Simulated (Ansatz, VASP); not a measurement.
**Two plane-wave programs on Al**

Contents of INCAR:

```
SYSTEM = Al
ALGO = Normal
EDIFF = 1E-6
ENCUT = 500
GGA = PS
GGA_COMPAT = .FALSE.
ISIF = 2
ISMEAR = 0
LASPH = .TRUE.
LCHARG = .TRUE.
LELF = .TRUE.
LREAL = .FALSE.
LVHAR = .TRUE.
LWAVE = .FALSE.
NBANDS = 8
NELM = 120
PREC = Accurate
SIGMA = 0.1
```

KPOINTS

```
k-points
0
G
  18 18 18
  0 0 0
```

The input POSCAR:

```
Al
1.0
    0.0000000000      2.0274372546      2.0274372546
    2.0274372546      0.0000000000      2.0274372546
    2.0274372546      2.0274372546      0.0000000000
Al
1
Direct
    0.0000000000      0.0000000000      0.0000000000
```

Input for Ansatz:

```yaml
crystal:
  lattice:
    - [0.0, 2.0274372546, 2.0274372546]
    - [2.0274372546, 0.0, 2.0274372546]
    - [2.0274372546, 2.0274372546, 0.0]
  atoms:
    - { symbol: Al, position: [0.0, 0.0, 0.0] }
basis:
  ecutwfc: 420
kpoints:
  mp_grid: { grid: [18, 18, 18] }
hamiltonian:
  xc: pbesol
  pseudopotentials: { kind: paw }
scf:
  occupations: { method: gaussian, width: 0.1 }
output:
  forces: true
  stress: true
  eigenvalues: true
```

Alike in both runs: task single point; functional PBEsol; k mesh 18 × 18 × 18; occupations gaussian, width 0.1 eV; no spin polarisation.

```csv
,VASP,Ansatz
version,VASP 6.6.1,Ansatz 0.2.0
potentials or method,"VASP PAW PBE potentials, release 64 (Al), cutoff 500 eV","scalar-relativistic, plane waves, PAW"
valence electrons in the cell,3,3
```

|  | VASP | Ansatz | Ansatz less VASP |
| --- | --- | --- | --- |
| gap on the k mesh at the Fermi level (eV) | none | none | - |
| pressure (GPa) | -2.2 | -2.2 | -0.05 |

VASP's potentials were made for PBE, not for PBEsol. A gap of «none» marks a metal or a gap that the smearing closes.
